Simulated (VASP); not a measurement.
# NaI in VASP: settings compared

The runs below take NaI through single point, with r2SCAN, HSE06.

Everything below comes from runs of VASP 6.6.1. Logs are shortened: lines on timing, memory, paths and dates and some standing lists are left out, and cuts for length are marked.

## (1) The cell of the first run

The structure is orthorhombic, space group Cmmm (No. 65). Conventional cell: a = 5.654 Å, b = 5.775 Å, c = 4.041 Å, α = 90.00°, β = 90.00°, γ = 90.00°. Na (site symmetry mmm) has 8 I at 3.47 to 3.52 Å and 6 Na at 4.04 Å within 4.6 Å. Within 4.6 Å of I (site symmetry mmm) lie 8 Na at 3.47 to 3.52 Å and 6 I at 4.04 Å.

## (2) Single point, r2SCAN (shear xy strain +2.1%)

The input, POSCAR:

```
NaI
1.0
    4.0405366932      0.0428296889      0.0000000000
    0.0428296889      4.0405366932      0.0000000000
    0.0000000000      0.0000000000      4.0405366932
Na I
1 1
Direct
    0.0000000000      0.0000000000      0.0000000000
    0.5000000000      0.5000000000      0.5000000000
```

The input, INCAR.step1:

```
PREC     = Accurate       # precision mode
ENCUT    = 520            # plane-wave cutoff, eV
ISMEAR   = 0              # smearing method
SIGMA    = 0.01           # smearing width, eV
LREAL    = F              # projectors in reciprocal space
LASPH    = T              # aspherical terms in the spheres
NELM     = 100            # most SCF steps
NBANDS   = 14             # bands
GGA      = PE             # functional
ALGO     = Normal         # electronic algorithm
EDIFF    = 1E-4           # SCF threshold, eV
LWAVE    = T              # write WAVECAR
LCHARG   = F              # write CHGCAR
```

The input, INCAR.step2:

```
PREC     = Accurate       # precision mode
ENCUT    = 520            # plane-wave cutoff, eV
EDIFF    = 1E-7           # SCF threshold, eV
ISMEAR   = 0              # smearing method
SIGMA    = 0.01           # smearing width, eV
LREAL    = F              # projectors in reciprocal space
LASPH    = T              # aspherical terms in the spheres
NELM     = 100            # most SCF steps
ALGO     = Normal         # electronic algorithm
ISIF     = 2              # what is computed and relaxed
LWAVE    = F              # write WAVECAR
LCHARG   = T              # write CHGCAR
METAGGA  = R2SCAN         # meta-GGA
LMIXTAU  = T            
LELF     = T              # ELF
LVHAR    = T            
NBANDS   = 14             # bands
ISTART   = 1
```

The input, KPOINTS:

```
Automatic mesh
0
Gamma
  6 6 6
```

Potentials or basis: VASP PAW PBE potentials, release 64 (Na_pv, I).

The run is started by

```
$ cat potpaw_PBE.64/Na_pv/POTCAR potpaw_PBE.64/I/POTCAR > POTCAR
$ cp INCAR.step1 INCAR
$ mpirun -np 1 vasp_std > vasp.out
$ cp INCAR.step2 INCAR
$ mpirun -np 1 vasp_std > vasp.out
```

OUTCAR:

```text
PREC = Accurate
   ENCUT = 520
   EDIFF = 1E-7
   ISMEAR = 0
   LREAL = F
   LASPH = T
   NELM = 100
   ISIF = 2
   METAGGA = R2SCAN
   ISTART = 1

 ion  position               nearest neighbor table
   1  0.000  0.000  0.000-
   2  0.500  0.500  0.500-

  LATTYP: Found a base centered orthorhombic cell.
 ALAT       =     5.6536114639
 B/A-ratio  =     1.0214271275
 C/A-ratio  =     0.7146824148

  Lattice vectors:

 A1 = (  -0.0428296889,  -4.0405366932,   0.0000000000)
 A2 = (   4.0405366932,   0.0428296889,   0.0000000000)
 A3 = (   0.0000000000,   0.0000000000,   4.0405366932)

Analysis of symmetry for initial positions (statically):
=====================================================================
 Subroutine PRICEL returns:
 Original cell was already a primitive cell.

 Routine SETGRP: Setting up the symmetry group for a
 base centered orthorhombic supercell.

 Subroutine GETGRP returns: Found  8 space group operations
 (whereof  8 operations were pure point group operations)
 out of a pool of  8 trial point group operations.

The static configuration has the point symmetry D_2h.

Analysis of symmetry for dynamics (positions and initial velocities):
=====================================================================
 Subroutine PRICEL returns:
 Original cell was already a primitive cell.

 Routine SETGRP: Setting up the symmetry group for a
 base centered orthorhombic supercell.

 Subroutine GETGRP returns: Found  8 space group operations
 (whereof  8 operations were pure point group operations)
 out of a pool of  8 trial point group operations.

The dynamic configuration has the point symmetry D_2h.

 Subroutine INISYM returns: Found  8 space group operations
 (whereof  8 operations are pure point group operations),
 and found     1 'primitive' translations

----------------------------------------------------------------------------------------

                                     Primitive cell

  volume of cell :      65.9581

  direct lattice vectors                    reciprocal lattice vectors
     4.040536693  0.042829689  0.000000000     0.247519686 -0.002623709  0.000000000
     0.042829689  4.040536693  0.000000000    -0.002623709  0.247519686  0.000000000
     0.000000000  0.000000000  4.040536693     0.000000000  0.000000000  0.247491874

  length of vectors
     4.040763684  4.040763684  4.040536693     0.247533591  0.247533591  0.247491874

  position of ions in fractional coordinates (direct lattice)
[... 88 lines left out ...]
   TEBEG  =    0.0;   TEEND  =   0.0 temperature during run
   PSTRESS=    0.0 pullay stress
   NELECT =      14.0000    total number of electrons
   NUPDOWN=      -1.0000    fix difference up-down
   EMIN   =  10.00;   EMAX   =-10.00  energy-range for DOS
   EFERMI =   0.00;   METHOD = LEGACY
   ISMEAR =     0;   SIGMA  =   0.01  broadening in eV -4-tet -1-fermi 0-gaus
   EFERMI_NEDOS =   21; number of points for ismear=-14 and -15
   IALGO  =     38    algorithm
   IMIX   =      4    mixing-type and parameters
     AMIX     =   0.40;   BMIX     =  1.00
     AMIX_MAG =   1.60;   BMIX_MAG =  1.00
  volume/ion in A,a.u.               =      32.98       222.55
  Fermi-wavevector in a.u.,A,eV,Ry     =   0.976551  1.845413 12.975209  0.953651
  Thomas-Fermi vector in A             =   2.107178
   LORBIT       =      0    0 simple, 1 ext, 2 COOP (PROOUT), +10 PAW based schemes
   METAGGA = R2SCAN    functional components
   LHFCALC =     F    Hartree Fock is set to
   AEXX    =    0.0000 exact exchange contribution
   IVDW    =     0    specifies the selected vdW correction
   LEPSILON=     F    determine dielectric tensor
   LRPA    =     F    only Hartree local field effects (RPA)
 non-spin polarized calculation
 Gauss-broadening in eV      SIGMA  =   0.01
  energy-cutoff  :      520.00
  volume of cell :       65.96
 maximum number of plane-waves:      1805
   NGX = 15   NGY = 15   NGZ = 15

 number of electron      13.9999980 magnetization

 Free energy of the ion-electron system (eV)
  ---------------------------------------------------
  ext. energy  EPLUGINS =         0.00000000
  ---------------------------------------------------
  free energy    TOTEN  =       -30.73041401 eV

  energy without entropy =      -30.73041401  energy(sigma->0) =      -30.73041401

 E-fermi :   1.7328     XC(G=0):  -8.2180

 val. band max:        1.6696554450   @ k =   0.5000   0.5000   0.0000
 cond. band min:       4.7419272771   @ k =   0.0000   0.0000   0.0000
 fundamental gap:      3.0722718320
 Fermi energy:         1.7327504543

 k-point     1 :       0.0000    0.0000    0.0000
  band No.  band energies     occupation
      1     -22.8935      2.00000
      2     -22.8918      2.00000
      3     -22.8908      2.00000
      4     -10.5095      2.00000
      5       0.9637      2.00000
      6       0.9994      2.00000
      7       1.0366      2.00000
      8       4.7419      0.00000
      9       7.7826      0.00000
     10       7.7857      0.00000
     11      13.7562      0.00000
     12      13.8989      0.00000
     13      14.0336      0.00000
     14      14.0676      0.00000
[... 377 lines left out ...]
      1     -22.8992      2.00000
      2     -22.8956      2.00000
      3     -22.8923      2.00000
      4      -9.8655      2.00000
      5      -1.0449      2.00000
      6      -0.4116      2.00000
      7       0.8935      2.00000
      8       5.8942      0.00000
      9       8.2684      0.00000
     10       8.7995      0.00000
     11      10.6396      0.00000
     12      12.7406      0.00000
     13      12.8433      0.00000
     14      13.4530      0.00000

 [... further k-points ...]

------------------------ aborting loop because EDIFF is reached ----------------------------------------

  FORCE on cell =-STRESS in cart. coord.  units (eV):
  Direction    XX          YY          ZZ          XY          YZ          ZX
  --------------------------------------------------------------------------------------
  -------------------------------------------------------------------------------------
  Total       -0.0179304     -0.0179304     -0.0046779      0.0317534      0.0000000      0.0000000
  in kB       -0.4355431     -0.4355431     -0.1136295      0.7713160      0.0000000      0.0000000
  external PRESSURE =      -0.3282386 kB  Pullay stress =       0.0000000 kB

 VOLUME and BASIS-vectors are now :
 -----------------------------------------------------------------------------
  energy-cutoff  :      520.00
  volume of cell :       65.96
      direct lattice vectors                 reciprocal lattice vectors
     4.040536693  0.042829689  0.000000000     0.247519686 -0.002623709  0.000000000
     0.042829689  4.040536693  0.000000000    -0.002623709  0.247519686  0.000000000
     0.000000000  0.000000000  4.040536693     0.000000000  0.000000000  0.247491874

 POSITION                                       TOTAL-FORCE (eV/Angst)
 -----------------------------------------------------------------------------------
      0.00000      0.00000      0.00000         0.000000      0.000000      0.000000
      2.04168      2.04168      2.02027        -0.000000      0.000000      0.000000
 -----------------------------------------------------------------------------------
    total drift:                                0.000000     -0.000000     -0.000000

  FREE ENERGIE OF THE ION-ELECTRON SYSTEM (eV)
  ---------------------------------------------------
  free  energy   TOTEN  =       -30.7304140080 eV

  energy  without entropy=      -30.7304140080  energy(sigma->0) =      -30.73041401
```

OSZICAR.step1:

```text
N       E                     dE             d eps       ncg     rms          rms(c)
DAV:   1     0.826858591612E+02    0.82686E+02   -0.65763E+03  1470   0.901E+02
DAV:   2     0.127361628152E+01   -0.81412E+02   -0.75763E+02  1586   0.221E+02
DAV:   3    -0.505144332735E+01   -0.63251E+01   -0.62885E+01  1894   0.596E+01
DAV:   4    -0.519856542956E+01   -0.14712E+00   -0.14709E+00  1804   0.934E+00
DAV:   5    -0.520187600020E+01   -0.33106E-02   -0.33105E-02  1994   0.135E+00    0.195E+00
DAV:   6    -0.509949271626E+01    0.10238E+00   -0.91308E-02  1750   0.180E+00    0.130E+00
DAV:   7    -0.507256380708E+01    0.26929E-01   -0.89174E-02  1822   0.158E+00    0.633E-01
DAV:   8    -0.507304502510E+01   -0.48122E-03   -0.62023E-03  1576   0.635E-01    0.107E-01
DAV:   9    -0.507298589348E+01    0.59132E-04   -0.17316E-04  1888   0.131E-01
   1 F= -.50729859E+01 E0= -.50729859E+01  d E =-.453519E-76
```

Run time: 2.5 min. Hardware: 1 thread of Intel Xeon Platinum 8259CL at 2.50GHz (Skylake/Cascade Lake), shared host; peak memory 0.2 GiB.

What came out:

| Item | Value |
| --- | --- |
| Free energy | -30.7304 eV |
| Pressure | 0.0 GPa |
| Band gap on the k mesh | 3.07 eV (least direct gap 3.37 eV) |

Levels at points of the mesh, in eV from the valence-band top:
| k point | band 5 | band 6 | band 7 | band 8 | band 9 | band 10 |
| --- | --- | --- | --- | --- | --- | --- |
| (0.00, 0.00, 0.00) | -0.71 | -0.67 | -0.63 | 3.07 | 6.11 | 6.12 |
| (0.50, 0.00, 0.00) | -3.30 | -0.34 | -0.34 | 5.32 | 7.17 | 7.66 |
| (0.50, 0.50, 0.00) | -2.67 | -2.62 | 0.00 | 3.37 | 7.69 | 8.95 |
| (0.00, 0.00, 0.50) | -3.30 | -0.38 | -0.30 | 5.33 | 7.17 | 7.67 |
| (0.50, 0.00, 0.50) | -2.65 | -2.65 | 0.00 | 3.37 | 7.68 | 9.03 |
| (0.50, 0.50, 0.50) | -2.18 | -2.16 | -2.14 | 4.60 | 4.67 | 4.74 |

Caveat: the cell differs from its parent crystal (shear xy strain +2.1%); the PAW data sets were made with another functional, which shifts forces and pressure a little; spin-orbit coupling is left out, which moves the levels of the heavy elements.

## (3) Single point, HSE06 (uniaxial z strain +1.6%)

The input, POSCAR:

```
NaI
1.0
    4.0405366932      0.0000000000      0.0000000000
    0.0000000000      4.0405366932      0.0000000000
    0.0000000000      0.0000000000      4.1031650119
Na I
1 1
Direct
    0.0000000000      0.0000000000      0.0000000000
    0.5000000000      0.5000000000      0.5000000000
```

The input, INCAR.step1:

```
PREC     = Accurate       # precision mode
ENCUT    = 520            # plane-wave cutoff, eV
EDIFF    = 1E-5           # SCF threshold, eV
ISMEAR   = 0              # smearing method
SIGMA    = 0.01           # smearing width, eV
LREAL    = False          # projectors in reciprocal space
LASPH    = True           # aspherical terms in the spheres
NELM     = 60             # most SCF steps
ALGO     = Normal         # electronic algorithm
ISIF     = 2              # what is computed and relaxed
LWAVE    = True           # write WAVECAR
NBANDS   = 14             # bands
GGA      = PE             # functional
```

The input, INCAR.step2:

```
PREC     = Accurate       # precision mode
ENCUT    = 520            # plane-wave cutoff, eV
EDIFF    = 1E-7           # SCF threshold, eV
ISMEAR   = 0              # smearing method
SIGMA    = 0.01           # smearing width, eV
LREAL    = False          # projectors in reciprocal space
LASPH    = True           # aspherical terms in the spheres
NELM     = 60             # most SCF steps
ALGO     = Normal         # electronic algorithm
ISIF     = 2              # what is computed and relaxed
LWAVE    = False          # write WAVECAR
LCHARG   = True           # write CHGCAR
GGA      = PE             # functional
LHFCALC  = True           # exact exchange
HFSCREEN = 0.2079         # screening, 1/A
PRECFOCK = Normal       
LELF     = True           # ELF
LVHAR    = True         
NBANDS   = 14             # bands
ISTART   = 1
```

The input, KPOINTS:

```
Automatic mesh
0
Gamma
  4 4 4
```

Potentials or basis: VASP PAW PBE potentials, release 64 (Na_pv, I).

The run is started by

```
$ cat potpaw_PBE.64/Na_pv/POTCAR potpaw_PBE.64/I/POTCAR > POTCAR
$ cp INCAR.step1 INCAR
$ mpirun -np 1 vasp_std > vasp.out
$ cp INCAR.step2 INCAR
$ mpirun -np 1 vasp_std > vasp.out
```

It took 9.6 min on 1 thread of Intel Xeon Platinum 8259CL at 2.50GHz (Skylake/Cascade Lake), shared host; peak memory 0.29 GiB.

Results (log left out):

```yaml
Free_energy: -5.9096 eV
Pressure: -0.1 GPa
Band_gap_on_the_k_mesh: 3.16 eV (least direct gap 3.65 eV)
```

Stress tensor (GPa, compression positive):
```
 0.18  0.00  0.00
 0.00  0.18  0.00
 0.00  0.00 -0.58
```

Levels at points of the mesh, in eV from the valence-band top:
| k point | band 4 | band 5 | band 6 | band 7 | band 8 | band 9 | band 10 | band 11 |
| --- | --- | --- | --- | --- | --- | --- | --- | --- |
| (0.00, 0.00, 0.00) | -12.80 | -0.81 | -0.67 | -0.67 | 3.16 | 6.47 | 6.57 | 12.25 |
| (0.50, 0.00, 0.00) | -12.43 | -3.45 | -0.45 | -0.32 | 5.51 | 7.32 | 8.05 | 8.78 |
| (0.50, 0.50, 0.00) | -12.12 | -2.75 | -2.75 | -0.10 | 3.72 | 7.91 | 9.22 | 9.22 |
| (0.00, 0.00, 0.50) | -12.47 | -3.44 | -0.35 | -0.35 | 5.57 | 7.31 | 8.05 | 9.00 |
| (0.50, 0.00, 0.50) | -12.15 | -2.80 | -2.73 | 0.00 | 3.65 | 8.02 | 9.29 | 9.37 |
| (0.50, 0.50, 0.50) | -11.85 | -2.27 | -2.27 | -2.20 | 5.07 | 5.07 | 5.07 | 7.65 |

Caveat: the cell differs from its parent crystal (uniaxial z strain +1.6%); the PAW data sets were made with another functional, which shifts forces and pressure a little; spin-orbit coupling is left out, which moves the levels of the heavy elements. A k mesh can miss the band edges.
